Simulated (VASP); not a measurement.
# Sn5H2: relaxation of the atoms with PBEsol

The system is Sn5H2, a slab with vacuum.

```
Sn H
1.0
     9.25116    0.00000    0.00000
     0.00000    4.62558    0.00000
     0.00000    0.00000   20.40769
Sn H
10 4
Direct
  0.50000 0.00000 0.24580
  0.00000 0.00000 0.24580
  0.75000 0.00000 0.32593
  0.25000 0.00000 0.32593
  0.74974 0.50000 0.40613
  0.25091 0.50000 0.40239
  0.99903 0.50000 0.49153
  0.49631 0.50000 0.48386
  0.15895 0.00000 0.52596
  0.45534 0.00000 0.57589
  0.50921 0.30353 0.19621
  0.50921 0.69647 0.19621
  0.99079 0.69647 0.19621
  0.99079 0.30353 0.19621
```

```
Program                             : VASP 6.6.1
Task                                : relaxation of the atoms
Functional                          : PBEsol
Potentials or basis                 : VASP PAW PBE potentials, release 64 (Sn_d, H)
Cutoff                              : 450 eV
k mesh                              : 3 × 6 × 1
Occupations                         : gaussian, width 0.05 eV
Spin                                : no spin polarisation
Dipole correction                   : yes
Atoms held fixed (from 0)           : [0, 1, 2, 3, 10, 11, 12, 13]
Further INCAR settings              : ALGO = Normal; EDIFF = 1e-07; NELMDL = -8; IBRION = 2; EDIFFG = -0.03; NSW = 50
Atoms held along some axes (from 0) : atom 8 along c; atom 9 along c
```

```yaml
Energy_gained_by_relaxing: 6.0 meV/atom
Ionic_steps: 12
Band_gap_on_the_k_mesh: 0.43 eV
```

The path:
```tsv
step	energy change (eV)	largest force on free atoms (eV/Å)	pressure (GPa)
1	0.0000	0.8493	-0.21
2	-0.0340	0.5746	-0.22
3	-0.0592	0.3244	-0.22
4	-0.0594	0.3414	-0.22
5	-0.0714	0.2191	-0.21
6	-0.0781	0.1289	-0.20
7	-0.0803	0.0581	-0.21
8	-0.0806	0.0674	-0.21
9	-0.0816	0.0430	-0.21
10	-0.0823	0.0578	-0.21
11	-0.0832	0.0358	-0.20
12	-0.0835	0.0240	-0.20
```

Final structure:
```cif
data_structure
_symmetry_space_group_name_H-M 'P 1'
_symmetry_Int_Tables_number 1
_cell_length_a 9.2512
_cell_length_b 4.6256
_cell_length_c 20.4077
_cell_angle_alpha 90.000
_cell_angle_beta 90.000
_cell_angle_gamma 90.000
_cell_volume 873.29
loop_
_atom_site_label
_atom_site_type_symbol
_atom_site_fract_x
_atom_site_fract_y
_atom_site_fract_z
_atom_site_occupancy
Sn1 Sn 0.50000 0.00000 0.24580 1
Sn2 Sn 0.00000 0.00000 0.24580 1
Sn3 Sn 0.75000 0.00000 0.32593 1
Sn4 Sn 0.25000 0.00000 0.32593 1
Sn5 Sn 0.74494 0.50000 0.40791 1
Sn6 Sn 0.25888 0.50000 0.40422 1
Sn7 Sn 0.00027 0.50000 0.49019 1
Sn8 Sn 0.49667 0.50000 0.49240 1
Sn9 Sn 0.15940 0.00000 0.52596 1
Sn10 Sn 0.44914 0.00000 0.57589 1
H1 H 0.50921 0.30353 0.19621 1
H2 H 0.50921 0.69647 0.19621 1
H3 H 0.99079 0.69647 0.19621 1
H4 H 0.99079 0.30353 0.19621 1
```

Levels at points of the mesh, in eV from the valence-band top:
```tsv
k point	band 70	band 71	band 72	band 73	band 74	band 75
(0.00, 0.00, 0.00)	-0.42	-0.28	-0.15	0.45	0.80	1.23
(0.00, 0.50, 0.00)	-0.67	-0.64	-0.56	0.58	0.59	1.66
```

Run time: 19 min on 4 MPI ranks on Intel(R) Xeon(R) 6975P-C (Granite Rapids) (shared host), peak memory 0.92 GiB a rank.

Caveat: the PAW data sets were made with another functional, which shifts forces and pressure a little; spin-orbit coupling is left out, which moves the levels of the heavy elements.
